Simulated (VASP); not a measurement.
Write the native input for VASP 6.6.1 that does the following.

```yaml
Task: relaxation of cell and atoms
Functional: PBE
Potentials_or_basis: VASP PAW PBE potentials, release 64 (Cu, N)
Cutoff: 600 eV
k_mesh: 10 × 10 × 10
Occupations: gaussian, width 0.01 eV
Spin: no spin polarisation
Target_pressure: 8 GPa
Dipole_correction: no
Further_INCAR_settings: ALGO = Normal; EDIFF = 1e-07; IBRION = 2; EDIFFG = -0.008; NSW = 70; ISIF = 3
```

The structure of Cu3N lies in POSCAR:

```
Cu3N
1.0
    3.7493868840      0.0000000000      0.0000000000
    0.0000000000      3.7493868840      0.0000000000
    0.0000000000      0.0000000000      3.7493868840
Cu N
3 1
Direct
    0.5000000000      0.0000000000      0.0000000000
    0.0000000000      0.5000000000      0.0000000000
    0.0000000000      0.0000000000      0.5000000000
    0.0000000000      0.0000000000      0.0000000000
```

The input as run:

INCAR

```
SYSTEM = Cu3N
ALGO     = Normal         ! electronic algorithm
EDIFF    = 1E-7           ! SCF threshold, eV
EDIFFG   = -0.008         ! ionic threshold
ENCUT    = 600            ! plane-wave cutoff, eV
GGA      = PE             ! functional
GGA_COMPAT= .False.      
IBRION   = 2              ! ionic algorithm
ISIF     = 3              ! what is computed and relaxed
ISMEAR   = 0              ! smearing method
LASPH    = .True.         ! aspherical terms in the spheres
LCHARG   = .False.        ! write CHGCAR
LREAL    = .False.        ! projectors in reciprocal space
LWAVE    = .False.        ! write WAVECAR
NELM     = 120            ! most SCF steps
NELMIN   = 4            
NSW      = 70             ! ionic steps
PREC     = Accurate       ! precision mode
PSTRESS  = 80.0         
SIGMA    = 0.01           ! smearing width, eV
```

KPOINTS

```
k-points
0
Gamma
  10 10 10
  0 0 0
```

Potentials or basis: VASP PAW PBE potentials, release 64 (Cu, N).

Launch:

```bash
$ cat potpaw_PBE.64/Cu/POTCAR potpaw_PBE.64/N/POTCAR > POTCAR
$ mpirun -np 1 vasp_std > vasp.out
```

It gave:

| Item | Value |
| --- | --- |
| Relaxed volume | 13.26 Å³/atom |
| Relaxed cell | a = 3.757 Å, b = 3.757 Å, c = 3.757 Å, α = 90.00°, β = 90.00°, γ = 90.00° |
| Space group after relaxing (to 0.1 Å) | Pm-3m (No. 221) |
| Energy change on relaxing (the run minimises the enthalpy) | -4.3 meV/atom |
| Ionic steps | 3 |
| Pressure after relaxing | 8.0 GPa |
| Band gap on the k mesh | 0.06 eV (least direct gap 0.61 eV) |

Caveat: the cell is relaxed towards a set pressure, so the run minimises the enthalpy, not the energy; semilocal functionals underestimate gaps, and a narrow one can read as zero.

Run time: 3.1 min on 1 thread of Intel(R) Xeon(R) Platinum 8259CL CPU @ 2.50GHz (Skylake/Cascade Lake), with other jobs on the host, peak memory 0.22 GiB.
